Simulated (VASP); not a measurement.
# NaH (Fm-3m) in VASP: notebook

The runs below take NaH through single point, relaxation of cell and atoms, with r2SCAN.

Program: VASP 6.6.1. These are calculated values, not measurements. Logs are shortened: lines on timing, memory, paths and dates and some standing lists are left out, and cuts for length are marked.

### Step 1. The cell of the first run

The structure is cubic, space group Fm-3m (No. 225). The conventional cell has a = 4.794 Å, b = 4.794 Å, c = 4.794 Å, α = 90.00°, β = 90.00°, γ = 90.00°. Na (site symmetry m-3m) has 6 H at 2.40 Å within 3.2 Å. Within 3.2 Å of H (site symmetry m-3m) lie 6 Na at 2.40 Å.

### Step 2. Single point, r2SCAN

Input file POSCAR:

```
NaH
1.0
    2.3972153351      2.3972153351      0.0000000000
   -2.3972153351      2.3972153351      0.0000000000
    0.0000000000      2.3972153351      2.3972153351
Na H
1 1
Direct
    0.0000000000      0.0000000000      0.0000000000
    0.5000000000      0.5000000000      0.0000000000
```

Input file INCAR.step1:

```
  PREC = Accurate
  ENCUT = 520
  ISMEAR = -1
  SIGMA = 0.08
  LREAL = F
  LASPH = T
  NELM = 60
  NBANDS = 11
  GGA = PE
  ALGO = Normal
  EDIFF = 1E-4
  LWAVE = T
  LCHARG = F
```

Input file INCAR.step2:

```
  PREC = Accurate
  ENCUT = 520
  EDIFF = 1E-6
  ISMEAR = -1
  SIGMA = 0.08
  LREAL = F
  LASPH = T
  NELM = 60
  ALGO = Normal
  ISIF = 2
  LWAVE = F
  LCHARG = T
  METAGGA = R2SCAN
  LMIXTAU = T
  LELF = T
  LVHAR = T
  NBANDS = 11
  ISTART = 1
```

Input file KPOINTS:

```
Automatic mesh
0
Gamma
  12 12 12
```

Potentials or basis: VASP PAW PBE potentials, release 64 (Na_pv, H).

Run with:

```bash
> cat potpaw_PBE.64/Na_pv/POTCAR potpaw_PBE.64/H/POTCAR > POTCAR
> cp INCAR.step1 INCAR
> mpirun -np 1 vasp_std > vasp.out
> cp INCAR.step2 INCAR
> mpirun -np 1 vasp_std > vasp.out
```

OUTCAR:

```text
PREC = Accurate
   ENCUT = 520
   EDIFF = 1E-6
   ISMEAR = -1
   LREAL = F
   LASPH = T
   NELM = 60
   ISIF = 2
   METAGGA = R2SCAN
   ISTART = 1

 ion  position               nearest neighbor table
   1  0.000  0.000  0.000-
   2  0.500  0.500  0.000-

  LATTYP: Found a face centered cubic cell.
 ALAT       =     4.7944306702

  Lattice vectors:

 A1 = (   0.0000000000,   2.3972153351,   2.3972153351)
 A2 = (   2.3972153351,   0.0000000000,   2.3972153351)
 A3 = (   2.3972153351,   2.3972153351,   0.0000000000)

Analysis of symmetry for initial positions (statically):
=====================================================================
 Subroutine PRICEL returns:
 Original cell was already a primitive cell.

 Routine SETGRP: Setting up the symmetry group for a
 face centered cubic supercell.

 Subroutine GETGRP returns: Found 48 space group operations
 (whereof 48 operations were pure point group operations)
 out of a pool of 48 trial point group operations.

The static configuration has the point symmetry O_h .

Analysis of symmetry for dynamics (positions and initial velocities):
=====================================================================
 Subroutine PRICEL returns:
 Original cell was already a primitive cell.

 Routine SETGRP: Setting up the symmetry group for a
 face centered cubic supercell.

 Subroutine GETGRP returns: Found 48 space group operations
 (whereof 48 operations were pure point group operations)
 out of a pool of 48 trial point group operations.

The dynamic configuration has the point symmetry O_h .

 Subroutine INISYM returns: Found 48 space group operations
 (whereof 48 operations are pure point group operations),
 and found     1 'primitive' translations

----------------------------------------------------------------------------------------

                                     Primitive cell

  volume of cell :      27.5519

  direct lattice vectors                    reciprocal lattice vectors
     2.397215335  2.397215335  0.000000000     0.208575339  0.208575339 -0.208575339
    -2.397215335  2.397215335  0.000000000    -0.208575339  0.208575339 -0.208575339
     0.000000000  2.397215335  2.397215335     0.000000000  0.000000000  0.417150677

  length of vectors
     3.390174439  3.390174439  3.390174439     0.361263084  0.361263084  0.417150677

  position of ions in fractional coordinates (direct lattice)
     0.000000000  0.000000000  0.000000000
     0.500000000  0.500000000  0.000000000

  ion indices of the primitive-cell ions
   primitive index   ion index
                 1           1
                 2           2

----------------------------------------------------------------------------------------

 KPOINTS: Automatic mesh

Automatic generation of k-mesh.
 Grid dimensions read from file:
 generate k-points for:   12   12   12

 Generating k-lattice:

  Cartesian coordinates                     Fractional coordinates (reciprocal lattice)
     0.017381278  0.017381278 -0.017381278     0.083333333  0.000000000  0.000000000
    -0.017381278  0.017381278 -0.017381278     0.000000000  0.083333333  0.000000000
     0.000000000  0.000000000  0.034762556     0.000000000  0.000000000  0.083333333

  Length of vectors
     0.030105257  0.030105257  0.034762556

  Shift w.r.t. Gamma in fractional coordinates (k-lattice)
     0.000000000  0.000000000  0.000000000

 Subroutine IBZKPT returns following result:
 ===========================================

 Found     72 irreducible k-points:

 Following reciprocal coordinates:
            Coordinates               Weight
  0.000000  0.000000  0.000000      1.000000
  0.083333  0.000000  0.000000      8.000000
  0.166667  0.000000  0.000000      8.000000
  0.250000  0.000000  0.000000      8.000000
  0.333333  0.000000  0.000000      8.000000
  0.416667  0.000000  0.000000      8.000000
[... 16 lines left out ...]
  0.500000  0.166667  0.000000     24.000000
 -0.416667  0.166667  0.000000     24.000000
 [... further k-points ...]
   k-points           NKPTS =     72   k-points in BZ     NKDIM =     72   number of bands    NBANDS=     11
   number of dos      NEDOS =    301   number of ions     NIONS =      2
   total plane-waves  NPLWV =  21952
   dimension x,y,z NGX =    28 NGY =   28 NGZ =   28
   dimension x,y,z NGXF=    56 NGYF=   56 NGZF=   56
   ions per type =               1   1
   NGX,Y,Z   is equivalent  to a cutoff of  13.73, 13.73, 13.73 a.u.
   NGXF,Y,Z  is equivalent  to a cutoff of  27.46, 27.46, 27.46 a.u.
 SYSTEM =  unknown system
   PREC   = accura    normal or accurate (medium, high low for compatibility)
   ISTART =      1    job   : 0-new  1-cont  2-samecut
   ICHARG =      0    charge: 1-file 2-atom 10-const
   ISPIN  =      1    spin polarized calculation?
   LNONCOLLINEAR =      F non collinear calculations
   LSORBIT =      F    spin-orbit coupling
   LASPH  =      T    aspherical Exc in radial PAW
   ENCUT  =  520.0 eV  38.22 Ry    6.18 a.u.   6.30  6.30  6.30*2*pi/ulx,y,z
   NELM   =     60;   NELMIN=  2; NELMDL=  0     # of ELM steps
   EDIFF  = 0.1E-05   stopping-criterion for ELM
   LREAL  =      F    real-space projection
   EDIFFG = 0.1E-04   stopping-criterion for IOM
   NSW    =      0    number of steps for IOM
   IBRION =     -1    ionic relax: 0-MD 1-quasi-New 2-CG
   NFREE  =      0    steps in history (QN), initial steepest desc. (CG)
   ISIF   =      2    stress and relaxation
   ISYM   =      2    0-nonsym 1-usesym 2-fastsym
   POTIM  = 0.5000    time-step for ionic-motion
   TEBEG  =    0.0;   TEEND  =   0.0 temperature during run
   PSTRESS=    0.0 pullay stress
   NELECT =       8.0000    total number of electrons
   NUPDOWN=      -1.0000    fix difference up-down
   EMIN   =  10.00;   EMAX   =-10.00  energy-range for DOS
   EFERMI =   0.00;   METHOD = LEGACY
   ISMEAR =    -1;   SIGMA  =   0.08  broadening in eV -4-tet -1-fermi 0-gaus
   EFERMI_NEDOS =   21; number of points for ismear=-14 and -15
   IALGO  =     38    algorithm
   IMIX   =      4    mixing-type and parameters
     AMIX     =   0.40;   BMIX     =  1.00
     AMIX_MAG =   1.60;   BMIX_MAG =  1.00
  volume/ion in A,a.u.               =      13.78        92.96
  Fermi-wavevector in a.u.,A,eV,Ry     =   1.084063  2.048582 15.989460  1.175192
  Thomas-Fermi vector in A             =   2.220144
   LORBIT       =      0    0 simple, 1 ext, 2 COOP (PROOUT), +10 PAW based schemes
   METAGGA = R2SCAN    functional components
   LHFCALC =     F    Hartree Fock is set to
   AEXX    =    0.0000 exact exchange contribution
   IVDW    =     0    specifies the selected vdW correction
   LEPSILON=     F    determine dielectric tensor
   LRPA    =     F    only Hartree local field effects (RPA)
 non-spin polarized calculation
  energy-cutoff  :      520.00
  volume of cell :       27.55
 maximum number of plane-waves:       754
 NGX is ok and might be reduce to    28
   NGX = 13   NGY = 13   NGZ = 13

 number of electron       7.9999992 magnetization

 Free energy of the ion-electron system (eV)
  ---------------------------------------------------
  ext. energy  EPLUGINS =         0.00000000
  ---------------------------------------------------
  free energy    TOTEN  =        -7.60248261 eV

  energy without entropy =       -7.60248261  energy(sigma->0) =       -7.60248261

 E-fermi :   0.4128     XC(G=0):  -8.2256

 val. band max:       -1.3812226327   @ k =   0.5000   0.5000   0.2500
 cond. band min:       3.0313159923   @ k =   0.5000   0.0000   0.0000
 fundamental gap:      4.4125386250
 Fermi energy:         0.4127513384

 k-point     1 :       0.0000    0.0000    0.0000
  band No.  band energies     occupation
      1     -24.2366      2.00000
      2     -24.2364      2.00000
      3     -24.2363      2.00000
      4      -4.9974      2.00000
      5      10.2798      0.00000
      6      15.1511      0.00000
      7      15.1515      0.00000
      8      15.1519      0.00000
      9      16.1350      0.00000
     10      16.1353      0.00000
     11      16.1356      0.00000

 k-point     2 :       0.0833    0.0000    0.0000
  band No.  band energies     occupation
      1     -24.2429      2.00000
      2     -24.2373      2.00000
      3     -24.2371      2.00000
      4      -4.8742      2.00000
      5       9.8106      0.00000
      6      13.3995      0.00000
      7      14.6667      0.00000
      8      14.6670      0.00000
      9      16.6757      0.00000
     10      16.6758      0.00000
     11      16.9938      0.00000

 k-point     3 :       0.1667    0.0000    0.0000
  band No.  band energies     occupation
      1     -24.2607      2.00000
      2     -24.2394      2.00000
      3     -24.2392      2.00000
      4      -4.5131      2.00000
      5       8.4455      0.00000
      6      11.9693      0.00000
      7      14.0013      0.00000
      8      14.0014      0.00000
      9      17.2792      0.00000
     10      17.2794      0.00000
     11      17.9097      0.00000

 k-point     4 :       0.2500    0.0000    0.0000
  band No.  band energies     occupation
      1     -24.2849      2.00000
      2     -24.2422      2.00000
      3     -24.2420      2.00000
      4      -3.9436      2.00000
      5       6.6346      0.00000
      6      11.2001      0.00000
      7      13.4416      0.00000
      8      13.4418      0.00000
      9      17.2205      0.00000
     10      17.2208      0.00000
     11      18.8426      0.00000
[... 239 lines left out ...]
 k-point    22 :       0.4167    0.1667    0.0000
  band No.  band energies     occupation
      1     -24.3225      2.00000
      2     -24.2640      2.00000
      3     -24.2510      2.00000
      4      -2.0284      2.00000
      5       3.5771      0.00000
      6       7.8805      0.00000
      7      11.9791      0.00000
      8      13.3411      0.00000
      9      16.7618      0.00000
     10      18.0216      0.00000
     11      21.7946      0.00000

 k-point    23 :       0.5000    0.1667    0.0000
  band No.  band energies     occupation
      1     -24.3216      2.00000
      2     -24.2609      2.00000
      3     -24.2530      2.00000
      4      -2.1264      2.00000
      5       3.7194      0.00000
      6       8.1372      0.00000
      7      11.6690      0.00000
      8      13.3074      0.00000
      9      16.6137      0.00000
     10      18.4790      0.00000
     11      20.5730      0.00000

 k-point    24 :      -0.4167    0.1667    0.0000
  band No.  band energies     occupation
      1     -24.3113      2.00000
      2     -24.2562      2.00000
      3     -24.2531      2.00000
      4      -2.6800      2.00000
      5       4.6798      0.00000
      6       8.6122      0.00000
      7      11.5732      0.00000
      8      13.4927      0.00000
      9      16.3414      0.00000
     10      19.0893      0.00000
     11      19.1248      0.00000

 [... further k-points ...]

------------------------ aborting loop because EDIFF is reached ----------------------------------------

  FORCE on cell =-STRESS in cart. coord.  units (eV):
  Direction    XX          YY          ZZ          XY          YZ          ZX
  --------------------------------------------------------------------------------------
  -------------------------------------------------------------------------------------
  Total       -0.0571925     -0.0571925     -0.0571925      0.0000000     -0.0000000      0.0000000
  in kB       -3.3258175     -3.3258175     -3.3258175      0.0000000     -0.0000000      0.0000000
  external PRESSURE =      -3.3258175 kB  Pullay stress =       0.0000000 kB

 VOLUME and BASIS-vectors are now :
 -----------------------------------------------------------------------------
  energy-cutoff  :      520.00
  volume of cell :       27.55
      direct lattice vectors                 reciprocal lattice vectors
     2.397215335  2.397215335  0.000000000     0.208575339  0.208575339 -0.208575339
    -2.397215335  2.397215335  0.000000000    -0.208575339  0.208575339 -0.208575339
     0.000000000  2.397215335  2.397215335     0.000000000  0.000000000  0.417150677

 POSITION                                       TOTAL-FORCE (eV/Angst)
 -----------------------------------------------------------------------------------
      0.00000      0.00000      0.00000         0.000000      0.000000      0.000000
      0.00000      2.39722      0.00000         0.000000     -0.000000      0.000000
 -----------------------------------------------------------------------------------
    total drift:                                0.000000      0.000000     -0.000000

  FREE ENERGIE OF THE ION-ELECTRON SYSTEM (eV)
  ---------------------------------------------------
  free  energy   TOTEN  =        -7.6024826140 eV

  energy  without entropy=       -7.6024826140  energy(sigma->0) =       -7.60248261
```

Run time: 52 s. Hardware: 1 thread of AMD EPYC 9R45 (Zen 5), shared host; peak memory 0.14 GiB.

Results:

| Property | Result |
| --- | --- |
| Free energy | -7.6025 eV |
| Pressure | -0.3 GPa |
| Band gap on the k mesh | 4.41 eV (least direct gap 5.26 eV) |

Caveat: the PAW data sets were made with another functional, which shifts forces and pressure a little.

### Step 3. Relaxation of cell and atoms, r2SCAN, target pressure -2 GPa, at which the enthalpy is minimised

POSCAR is that of step 2.

Input file INCAR.step1:

```
SYSTEM = NaH
PREC = Accurate
ENCUT = 600
ISMEAR = 0
SIGMA = 0.01
LREAL = .False.
LASPH = .True.
NELM = 60
GGA = PE
ALGO = Normal
EDIFF = 1E-4
LWAVE = .True.
LCHARG = .False.
```

Input file INCAR.step2:

```
SYSTEM = NaH
PREC = Accurate
ENCUT = 600
EDIFF = 1E-7
ISMEAR = 0
SIGMA = 0.01
LREAL = .False.
LASPH = .True.
NELM = 60
ALGO = Normal
ISIF = 3
LWAVE = .False.
LCHARG = .False.
METAGGA = R2SCAN
LMIXTAU = .True.
IBRION = 2
NSW = 100
EDIFFG = -0.002
PSTRESS = -20.0
ISTART = 1
```

Input file KPOINTS:

```
Automatic mesh
0
Gamma
  8 8 8
  0 0 0
```

Potentials or basis: VASP PAW PBE potentials, release 64 (Na_pv, H).

Run with:

```bash
> cat potpaw_PBE.64/Na_pv/POTCAR potpaw_PBE.64/H/POTCAR > POTCAR
> cp INCAR.step1 INCAR
> mpirun -np 1 vasp_std > vasp.out
> cp INCAR.step2 INCAR
> mpirun -np 1 vasp_std > vasp.out
```

Wall time 88 s (1 thread of AMD EPYC 9R45 (Zen 5), shared host); peak memory 0.13 GiB.

It converged, with:

* Free energy: -7.5847 eV
* Relaxed volume: 15.03 Å³/atom
* Relaxed cell: a = 3.490 Å, b = 3.490 Å, c = 3.490 Å, α = 60.00°, β = 60.00°, γ = 90.00°
* Space group after relaxing (to 0.1 Å): Fm-3m (No. 225)
* Energy change on relaxing (the run minimises the enthalpy): +9.4 meV/atom
* Ionic steps: 4
* Pressure after relaxing: -2.0 GPa
* Band gap on the k mesh: 4.26 eV (least direct gap 5.06 eV)

Step by step:
| step | energy change (eV) | largest force (eV/Å) | pressure (GPa) | volume (Å³) |
| --- | --- | --- | --- | --- |
| 1 | 0.0000 | 0.0000 | -0.30 | 27.55 |
| 2 | 0.0021 | 0.0000 | -0.65 | 28.14 |
| 3 | 0.0174 | 0.0000 | -1.93 | 29.95 |
| 4 | 0.0188 | 0.0000 | -2.00 | 30.07 |

Final structure:
```cif
data_structure
_symmetry_space_group_name_H-M 'P 1'
_symmetry_Int_Tables_number 1
_cell_length_a 3.4903
_cell_length_b 3.4903
_cell_length_c 3.4903
_cell_angle_alpha 60.000
_cell_angle_beta 60.000
_cell_angle_gamma 90.000
_cell_volume 30.07
loop_
_atom_site_label
_atom_site_type_symbol
_atom_site_fract_x
_atom_site_fract_y
_atom_site_fract_z
_atom_site_occupancy
Na1 Na 0.00000 0.00000 0.00000 1
H1 H 0.50000 0.50000 0.00000 1
```

Levels at points of the mesh, in eV from the valence-band top:
| k point | band 1 | band 2 | band 3 | band 4 | band 5 | band 6 | band 7 | band 8 |
| --- | --- | --- | --- | --- | --- | --- | --- | --- |
| (0.00, 0.00, 0.00) | -23.02 | -23.02 | -23.02 | -3.38 | 10.87 | 15.88 | 15.88 | 15.88 |
| (0.50, 0.00, 0.00) | -23.09 | -23.03 | -23.03 | -0.80 | 4.26 | 11.24 | 13.52 | 13.52 |
| (0.50, 0.50, 0.00) | -23.09 | -23.05 | -23.05 | -0.15 | 5.05 | 10.46 | 10.98 | 10.98 |

Caveat: the cell is relaxed towards a set pressure, so the run minimises the enthalpy, not the energy; the PAW data sets were made with another functional, which shifts forces and pressure a little. A k mesh can miss the band edges.

(Continued in part 2 of 2.)
